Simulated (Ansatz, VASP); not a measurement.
# H4Au2O3 in VASP and in Ansatz

File INCAR:

```
SYSTEM = H4Au2O3
PREC = Accurate
ENCUT = 520
EDIFF = 1E-6
ISMEAR = 0
SIGMA = 0.01
LREAL = .FALSE.
LASPH = .TRUE.
NELM = 100
ALGO = Normal
ISIF = 2
LWAVE = .FALSE.
LCHARG = .FALSE.
GGA = PE
NBANDS = 32
```

The input KPOINTS:

```
Automatic mesh
0
G
  1 1 1
  0 0 0
```

POSCAR

```
H4Au2O3
1.0
   10.5500000000      0.0000000000      0.0000000000
    0.0000000000      9.6300000000      0.0000000000
    0.0000000000      0.0000000000     17.7800000000
Au O H
2 3 4
Direct
    0.5001545000      0.4925887900      0.6075213700
    0.5001545000      0.5072429900      0.3923250800
    0.5001545000      0.4999158900      0.4999235100
    0.5001545000      0.4814205600      0.7281406100
    0.5001545000      0.5184112100      0.2717058500
    0.5737687200      0.5325420600      0.7467530900
    0.4265402800      0.5325420600      0.7467530900
    0.5737687200      0.4672897200      0.2530933600
    0.4265402800      0.4672897200      0.2530933600
```

Input for Ansatz:

```yaml
crystal:
  lattice:
    - [10.55, 0.0, 0.0]
    - [0.0, 9.63, 0.0]
    - [0.0, 0.0, 17.78]
  atoms:
    - { symbol: Au, position: [0.5001545, 0.49258879, 0.60752137] }
    - { symbol: Au, position: [0.5001545, 0.50724299, 0.39232508] }
    - { symbol: O, position: [0.5001545, 0.49991589, 0.49992351] }
    - { symbol: O, position: [0.5001545, 0.48142056, 0.72814061] }
    - { symbol: H, position: [0.57376872, 0.53254206, 0.74675309] }
    - { symbol: H, position: [0.42654028, 0.53254206, 0.74675309] }
    - { symbol: O, position: [0.5001545, 0.51841121, 0.27170585] }
    - { symbol: H, position: [0.57376872, 0.46728972, 0.25309336] }
    - { symbol: H, position: [0.42654028, 0.46728972, 0.25309336] }
basis:
  ecutwfc: 420
  ecutrho_ratio: 4
kpoints:
  mp_grid: { grid: [1, 1, 1] }
hamiltonian:
  xc: pbe
scf:
  occupations: { method: gaussian, width: 0.01 }
output:
  forces: true
  eigenvalues: true
  populations: true
```

Alike in both runs: task single point; functional PBE; k mesh 1 × 1 × 1; occupations gaussian, width 0.01 eV; no spin polarisation.

|  | VASP | Ansatz |
| --- | --- | --- |
| version | VASP 6.6.1 | Ansatz 0.2.0 |
| potentials or method | VASP PAW PBE potentials, release 64 (Au, O, H), cutoff 520 eV | scalar-relativistic, plane waves, PAW |
| valence electrons in the cell | 44 | 60 |

|  | VASP | Ansatz | Ansatz less VASP |
| --- | --- | --- | --- |
| gap on the k mesh at the Fermi level (eV) | 1.05 | 1.08 | +0.027 |
| rms of the force components (eV/Å) | 0.067 | 0.101 | +0.0340 |

VASP's potentials hold 44 valence electrons a cell and Ansatz's 60, so a difference there can come from the potentials and not from the codes. Ansatz's warnings: structure snapped to symmetry.

Neither program's run includes spin-orbit coupling.
